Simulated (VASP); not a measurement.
# Mo3N (P6_3/mmc) in VASP: notebook

Runs on Mo3N. Level: PBE. Tasks: single point, relaxation of cell and atoms.

All numbers are computed with VASP 6.6.1; they aren't measurements. Logs are shortened: lines on timing, memory, paths and dates and some standing lists are left out, and cuts for length are marked.

## (1) The cell of the first run

It takes space group P6_3/mmc (No. 194, hexagonal). Conventional cell: a = 5.295 Å, b = 5.295 Å, c = 4.489 Å, α = 90.00°, β = 90.00°, γ = 120.00°. Within 3.5 Å of Mo (site symmetry mm2) lie 8 Mo at 2.62 to 2.71 Å and 4 N at 2.65 to 2.72 Å. N (site symmetry -6m2) has 12 Mo at 2.65 to 2.72 Å within 3.5 Å.

## (2) Single point, PBE

The input, INCAR:

```
ALGO     = Normal         # electronic algorithm
EDIFF    = 1E-6           # SCF threshold, eV
ENCUT    = 520            # plane-wave cutoff, eV
GGA      = PE             # functional
ISIF     = 2              # what is computed and relaxed
ISMEAR   = 0              # smearing method
LASPH    = T              # aspherical terms in the spheres
LCHARG   = F              # write CHGCAR
LREAL    = F              # projectors in reciprocal space
LWAVE    = F              # write WAVECAR
NBANDS   = 57             # bands
NELM     = 80             # most SCF steps
PREC     = Accurate       # precision mode
SIGMA    = 0.1            # smearing width, eV
```

The input, KPOINTS:

```
k-points
0
Gamma
  6 6 4
```

The input, POSCAR:

```
Mo3N
1.0
    5.2947542195      0.0000000000      0.0000000000
   -2.6473771097      4.5853916609      0.0000000000
    0.0000000000      0.0000000000      4.4887505315
Mo N
6 2
Direct
    0.8350500882      0.6701001764      0.2500000000
    0.1649499118      0.8350500882      0.7500000000
    0.3298998236      0.1649499118      0.2500000000
    0.1649499118      0.3298998236      0.7500000000
    0.8350500882      0.1649499118      0.2500000000
    0.6701001764      0.8350500882      0.7500000000
    0.3333333333      0.6666666667      0.2500000000
    0.6666666667      0.3333333333      0.7500000000
```

Potentials or basis: VASP PAW PBE potentials, release 64 (Mo_sv, N).

Run with:

```bash
cat potpaw_PBE.64/Mo_sv/POTCAR potpaw_PBE.64/N/POTCAR > POTCAR
mpirun -np 1 vasp_std > vasp.out
```

OUTCAR:

```text
EDIFF = 1E-6
   ENCUT = 520
   GGA = PE
   ISIF = 2
   ISMEAR = 0
   LASPH = T
   LREAL = F
   NELM = 80
   PREC = Accurate

 ion  position               nearest neighbor table
   1  0.835  0.670  0.250-   5 2.62   3 2.62   5 2.67   3 2.67   6 2.71   6 2.71   2 2.71   2 2.71

   2  0.165  0.835  0.750-   4 2.62   6 2.62   4 2.67   6 2.67   3 2.71   3 2.71   1 2.71   1 2.71

   3  0.330  0.165  0.250-   5 2.62   1 2.62   5 2.67   1 2.67   4 2.71   4 2.71   2 2.71   2 2.71

   4  0.165  0.330  0.750-   2 2.62   6 2.62   2 2.67   6 2.67   3 2.71   3 2.71   5 2.71   5 2.71

   5  0.835  0.165  0.250-   1 2.62   3 2.62   1 2.67   3 2.67   6 2.71   6 2.71   4 2.71   4 2.71

   6  0.670  0.835  0.750-   2 2.62   4 2.62   2 2.67   4 2.67   1 2.71   1 2.71   5 2.71   5 2.71

   7  0.333  0.667  0.250-
   8  0.667  0.333  0.750-

  LATTYP: Found a hexagonal cell.
 ALAT       =     5.2947542195
 C/A-ratio  =     0.8477731629

  Lattice vectors:

 A1 = (   5.2947542195,   0.0000000000,   0.0000000000)
 A2 = (  -2.6473771097,   4.5853916609,   0.0000000000)
 A3 = (   0.0000000000,   0.0000000000,   4.4887505315)

Analysis of symmetry for initial positions (statically):
=====================================================================
 Subroutine PRICEL returns:
 Original cell was already a primitive cell.

 Routine SETGRP: Setting up the symmetry group for a
 hexagonal supercell.

 Subroutine GETGRP returns: Found 24 space group operations
 (whereof 12 operations were pure point group operations)
 out of a pool of 24 trial point group operations.

The static configuration has the point symmetry D_3d.
 The point group associated with its full space group is D_6h.

Analysis of symmetry for dynamics (positions and initial velocities):
=====================================================================
 Subroutine PRICEL returns:
 Original cell was already a primitive cell.

 Routine SETGRP: Setting up the symmetry group for a
 hexagonal supercell.

 Subroutine GETGRP returns: Found 24 space group operations
 (whereof 12 operations were pure point group operations)
 out of a pool of 24 trial point group operations.

The dynamic configuration has the point symmetry D_3d.
 The point group associated with its full space group is D_6h.

 Subroutine INISYM returns: Found 24 space group operations
 (whereof 12 operations are pure point group operations),
 and found     1 'primitive' translations

----------------------------------------------------------------------------------------

                                     Primitive cell

  volume of cell :     108.9802

  direct lattice vectors                    reciprocal lattice vectors
     5.294754219  0.000000000  0.000000000     0.188866179  0.109041939  0.000000000
    -2.647377110  4.585391661  0.000000000     0.000000000  0.218083879  0.000000000
     0.000000000  0.000000000  4.488750532     0.000000000  0.000000000  0.222779144

  length of vectors
     5.294754219  5.294754219  4.488750532     0.218083879  0.218083879  0.222779144

  position of ions in fractional coordinates (direct lattice)
     0.835050088  0.670100176  0.250000000
     0.164949912  0.835050088  0.750000000
     0.329899824  0.164949912  0.250000000
     0.164949912  0.329899824  0.750000000
     0.835050088  0.164949912  0.250000000
     0.670100176  0.835050088  0.750000000
     0.333333333  0.666666667  0.250000000
     0.666666667  0.333333333  0.750000000

  ion indices of the primitive-cell ions
   primitive index   ion index
                 1           1
                 2           2
                 3           3
                 4           4
                 5           5
                 6           6
                 7           7
                 8           8

----------------------------------------------------------------------------------------

 KPOINTS: k-points

Automatic generation of k-mesh.
 Grid dimensions read from file:
 generate k-points for:    6    6    4

 Generating k-lattice:

  Cartesian coordinates                     Fractional coordinates (reciprocal lattice)
     0.031477697  0.018173657  0.000000000     0.166666667  0.000000000  0.000000000
     0.000000000  0.036347313  0.000000000     0.000000000  0.166666667  0.000000000
     0.000000000  0.000000000  0.055694786     0.000000000  0.000000000  0.250000000

  Length of vectors
     0.036347313  0.036347313  0.055694786

  Shift w.r.t. Gamma in fractional coordinates (k-lattice)
     0.000000000  0.000000000  0.000000000

 Subroutine IBZKPT returns following result:
 ===========================================

 Found     21 irreducible k-points:

 Following reciprocal coordinates:
            Coordinates               Weight
  0.000000  0.000000  0.000000      1.000000
  0.166667  0.000000  0.000000      6.000000
  0.333333 -0.000000  0.000000      6.000000
  0.500000  0.000000  0.000000      3.000000
  0.166667  0.166667  0.000000      6.000000
  0.333333  0.166667  0.000000     12.000000
[... 13 lines left out ...]
  0.333333  0.166667  0.500000     12.000000
  0.333333  0.333333  0.500000      2.000000
   k-points           NKPTS =     21   k-points in BZ     NKDIM =     21   number of bands    NBANDS=     57
   number of dos      NEDOS =    301   number of ions     NIONS =      8
   total plane-waves  NPLWV =  57600
   dimension x,y,z NGX =    40 NGY =   40 NGZ =   36
   dimension x,y,z NGXF=    80 NGYF=   80 NGZF=   72
   ions per type =               6   2
   NGX,Y,Z   is equivalent  to a cutoff of  12.56, 12.56, 13.33 a.u.
   NGXF,Y,Z  is equivalent  to a cutoff of  25.12, 25.12, 26.67 a.u.
 SYSTEM =  unknown system
   PREC   = accura    normal or accurate (medium, high low for compatibility)
   ISTART =      0    job   : 0-new  1-cont  2-samecut
   ICHARG =      2    charge: 1-file 2-atom 10-const
   ISPIN  =      1    spin polarized calculation?
   LNONCOLLINEAR =      F non collinear calculations
   LSORBIT =      F    spin-orbit coupling
   LASPH  =      T    aspherical Exc in radial PAW
   ENCUT  =  520.0 eV  38.22 Ry    6.18 a.u.   9.84  9.84  8.35*2*pi/ulx,y,z
   NELM   =     80;   NELMIN=  2; NELMDL= -5     # of ELM steps
   EDIFF  = 0.1E-05   stopping-criterion for ELM
   LREAL  =      F    real-space projection
   EDIFFG = 0.1E-04   stopping-criterion for IOM
   NSW    =      0    number of steps for IOM
   IBRION =     -1    ionic relax: 0-MD 1-quasi-New 2-CG
   NFREE  =      0    steps in history (QN), initial steepest desc. (CG)
   ISIF   =      2    stress and relaxation
   ISYM   =      2    0-nonsym 1-usesym 2-fastsym
   POTIM  = 0.5000    time-step for ionic-motion
   TEBEG  =    0.0;   TEEND  =   0.0 temperature during run
   PSTRESS=    0.0 pullay stress
   NELECT =      94.0000    total number of electrons
   NUPDOWN=      -1.0000    fix difference up-down
   EMIN   =  10.00;   EMAX   =-10.00  energy-range for DOS
   EFERMI =   0.00;   METHOD = LEGACY
   ISMEAR =     0;   SIGMA  =   0.10  broadening in eV -4-tet -1-fermi 0-gaus
   EFERMI_NEDOS =   21; number of points for ismear=-14 and -15
   IALGO  =     38    algorithm
   IMIX   =      4    mixing-type and parameters
     AMIX     =   0.40;   BMIX     =  1.00
     AMIX_MAG =   1.60;   BMIX_MAG =  1.00
  volume/ion in A,a.u.               =      13.62        91.93
  Fermi-wavevector in a.u.,A,eV,Ry     =   1.558362  2.944876 33.041620  2.428491
  Thomas-Fermi vector in A             =   2.661877
   LORBIT       =      0    0 simple, 1 ext, 2 COOP (PROOUT), +10 PAW based schemes
   GGA     = PE    functional components
   LHFCALC =     F    Hartree Fock is set to
   AEXX    =    0.0000 exact exchange contribution
   IVDW    =     0    specifies the selected vdW correction
   LEPSILON=     F    determine dielectric tensor
   LRPA    =     F    only Hartree local field effects (RPA)
 non-spin polarized calculation
 Gauss-broadening in eV      SIGMA  =   0.10
  energy-cutoff  :      520.00
  volume of cell :      108.98
 maximum number of plane-waves:      2956
 NGX is ok and might be reduce to    40
   NGX = 19   NGY = 19   NGZ = 17

 number of electron      94.0000007 magnetization

 Free energy of the ion-electron system (eV)
  ---------------------------------------------------
  ext. energy  EPLUGINS =         0.00000000
  ---------------------------------------------------
  free energy    TOTEN  =       -74.59304706 eV

  energy without entropy =      -74.57412903  energy(sigma->0) =      -74.58358804

 E-fermi :  11.9320     XC(G=0): -13.1595

 val. band max:       11.8401805170   @ k =   0.5000   0.0000   0.2500
 cond. band min:      11.9550866734   @ k =   0.3333   0.3333   0.0000
 fundamental gap:      0.1149061564
 Fermi energy:        11.9319570665

 k-point     1 :       0.0000    0.0000    0.0000
  band No.  band energies     occupation
      1     -49.4540      2.00000
      2     -49.2009      2.00000
      3     -49.1477      2.00000
      4     -49.1477      2.00000
      5     -49.0257      2.00000
      6     -49.0257      2.00000
[... 49 lines left out ...]
     56      13.9756      0.00000
     57      14.2376      0.00000

 k-point     2 :       0.1667    0.0000    0.0000
  band No.  band energies     occupation
      1     -49.4379      2.00000
      2     -49.1933      2.00000
      3     -49.1626      2.00000
      4     -49.1482      2.00000
      5     -49.0360      2.00000
      6     -49.0254      2.00000
[... 49 lines left out ...]
     56      13.8520      0.00000
     57      14.3232      0.00000

 k-point     3 :       0.3333   -0.0000    0.0000
  band No.  band energies     occupation
      1     -49.3964      2.00000
      2     -49.2204      2.00000
      3     -49.1506      2.00000
      4     -49.1492      2.00000
      5     -49.0651      2.00000
      6     -49.0246      2.00000
[... 1014 lines left out ...]
      1     -49.2514      2.00000
      2     -49.2514      2.00000
      3     -49.1669      2.00000
      4     -49.1669      2.00000
      5     -49.0872      2.00000
      6     -49.0872      2.00000
[... 49 lines left out ...]
     56      13.8512      0.00000
     57      14.1412      0.00000

 k-point    21 :       0.3333    0.3333    0.5000
  band No.  band energies     occupation
      1     -49.2228      2.00000
      2     -49.2228      2.00000
      3     -49.1958      2.00000
      4     -49.1958      2.00000
      5     -49.0873      2.00000
      6     -49.0873      2.00000
[... 49 lines left out ...]
     56      13.9175      0.00000
     57      13.9842      0.00000

------------------------ aborting loop because EDIFF is reached ----------------------------------------

  FORCE on cell =-STRESS in cart. coord.  units (eV):
  Direction    XX          YY          ZZ          XY          YZ          ZX
  --------------------------------------------------------------------------------------
  -------------------------------------------------------------------------------------
  Total        0.3767140      0.3767140      0.4602560      0.0000000      0.0000000      0.0000000
  in kB        5.5382772      5.5382772      6.7664727      0.0000000      0.0000000      0.0000000
  external PRESSURE =       5.9476757 kB  Pullay stress =       0.0000000 kB

 VOLUME and BASIS-vectors are now :
 -----------------------------------------------------------------------------
  energy-cutoff  :      520.00
  volume of cell :      108.98
      direct lattice vectors                 reciprocal lattice vectors
     5.294754219  0.000000000  0.000000000     0.188866179  0.109041939  0.000000000
    -2.647377110  4.585391661  0.000000000     0.000000000  0.218083879  0.000000000
     0.000000000  0.000000000  4.488750532     0.000000000  0.000000000  0.222779144

 POSITION                                       TOTAL-FORCE (eV/Angst)
 -----------------------------------------------------------------------------------
      2.64738      3.07267      1.12219        -0.000000     -0.007368     -0.000000
     -1.33732      3.82903      3.36656         0.006381     -0.003684     -0.000000
      1.31005      0.75636      1.12219         0.006381      0.003684     -0.000000
      0.00000      1.51272      3.36656         0.000000      0.007368     -0.000000
      3.98470      0.75636      1.12219        -0.006381      0.003684      0.000000
      1.33732      3.82903      3.36656        -0.006381     -0.003684     -0.000000
     -0.00000      3.05693      1.12219         0.000000      0.000000     -0.000000
      2.64738      1.52846      3.36656        -0.000000      0.000000     -0.000000
 -----------------------------------------------------------------------------------
    total drift:                                0.000000     -0.000000      0.000000

  FREE ENERGIE OF THE ION-ELECTRON SYSTEM (eV)
  ---------------------------------------------------
  free  energy   TOTEN  =       -74.5930470556 eV

  energy  without entropy=      -74.5741290286  energy(sigma->0) =      -74.58358804
```

Run time: 2.3 min. Hardware: 1 thread of Intel Xeon 6975P-C, shared host; peak memory 0.27 GiB.

Results:

| Item | Value |
| --- | --- |
| Free energy | -74.5930 eV |
| Pressure | 0.6 GPa |
| Largest force | 0.007 eV/Å |
| Band gap on the k mesh | zero (band 47 reaches 12.71 eV, above the bottom of band 48 at 11.42 eV) |

Forces on the atoms (eV/Å):
```
Mo   0.000 -0.007  0.000
Mo   0.006 -0.004  0.000
Mo   0.006  0.004  0.000
Mo   0.000  0.007  0.000
Mo  -0.006  0.004  0.000
Mo  -0.006 -0.004  0.000
N    0.000  0.000  0.000
N    0.000  0.000  0.000
```

Levels at points of the mesh, in eV from the Fermi level:
| k point | band 43 | band 44 | band 45 | band 46 | band 47 | band 48 | band 49 | band 50 | band 51 | band 52 |
| --- | --- | --- | --- | --- | --- | --- | --- | --- | --- | --- |
| (0.00, 0.00, 0.00) | -1.43 | -1.36 | -1.32 | -1.32 | -0.32 | 0.36 | 0.36 | 1.43 | 1.43 | 1.48 |
| (0.50, 0.00, 0.00) | -1.07 | -0.89 | -0.87 | -0.80 | -0.71 | -0.51 | 0.29 | 0.47 | 0.67 | 0.91 |
| (0.00, 0.00, 0.50) | -2.83 | -2.83 | -0.87 | -0.87 | 0.78 | 0.78 | 0.78 | 0.78 | 0.88 | 0.88 |
| (0.50, 0.00, 0.50) | -1.50 | -1.50 | -0.36 | -0.36 | 0.06 | 0.06 | 0.25 | 0.25 | 0.58 | 0.58 |

[end of part 1 of 2]
